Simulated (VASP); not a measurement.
## MgF2: single point with HSE06

The system is MgF2.

```
Mg F
1.0
     4.57580    0.00000    0.00000
     0.00000    4.57580    0.00000
     0.00000    0.00000    3.01565
Mg F
2 4
Direct
  0.00000 0.00000 0.00000
  0.50000 0.50000 0.50000
  0.30239 0.30239 0.00000
  0.19761 0.80239 0.50000
  0.80239 0.19761 0.50000
  0.69761 0.69761 0.00000
```

This cell differs from its parent crystal: strain -1.0%.

```yaml
Program: VASP 6.6.1
Task: single point
Functional: HSE06
Potentials_or_basis: VASP PAW PBE potentials, release 64 (Mg, F)
Cutoff: 520 eV
k_mesh: 4 × 4 × 6
Occupations: gaussian, width 0.01 eV
Spin: no spin polarisation
Dipole_correction: no
Grid_for_exact_exchange_PRECFOCK: Normal
Further_INCAR_settings: ALGO = Normal; EDIFF = 1e-06; NBANDS = 25
Screening_parameter: 0.2079 1/Å
```

| Item | Value |
| --- | --- |
| Pressure | 4.2 GPa |
| Largest force | 0.017 eV/Å |
| Band gap on the k mesh | 9.63 eV, direct |

Forces on the atoms (eV/Å):
```
Mg   0.000  0.000  0.000
Mg   0.000  0.000  0.000
F    0.012  0.012  0.000
F   -0.012  0.012  0.000
F    0.012 -0.012  0.000
F   -0.012 -0.012  0.000
```

Stress tensor (GPa, compression positive):
```
4.07 0.00 0.00
0.00 4.07 0.00
0.00 0.00 4.37
```

Levels at points of the mesh, in eV from the valence-band top:
```
           k point  band 14  band 15  band 16  band 17  band 18  band 19
(0.00, 0.00, 0.00)    -0.30    -0.30     0.00     9.63    14.89    14.89
(0.50, 0.00, 0.00)    -0.97    -0.40    -0.40    12.14    12.14    16.19
(0.50, 0.50, 0.00)    -0.98    -0.86    -0.86    13.92    13.92    14.06
(0.00, 0.00, 0.50)    -1.27    -0.93    -0.93    14.60    14.60    17.74
(0.50, 0.00, 0.50)    -0.76    -0.72    -0.72    15.47    15.47    16.35
(0.50, 0.50, 0.50)    -0.68    -0.49    -0.49    15.88    15.88    16.19
```

It took 29 min on 4 MPI ranks on Intel(R) Xeon(R) Platinum 8259CL CPU @ 2.50GHz (Skylake/Cascade Lake) (shared host), peak memory 0.31 GiB a rank.

Caveat: the cell differs from its parent crystal (strain -1.0%); the PAW data sets were made with another functional, which shifts forces and pressure a little.
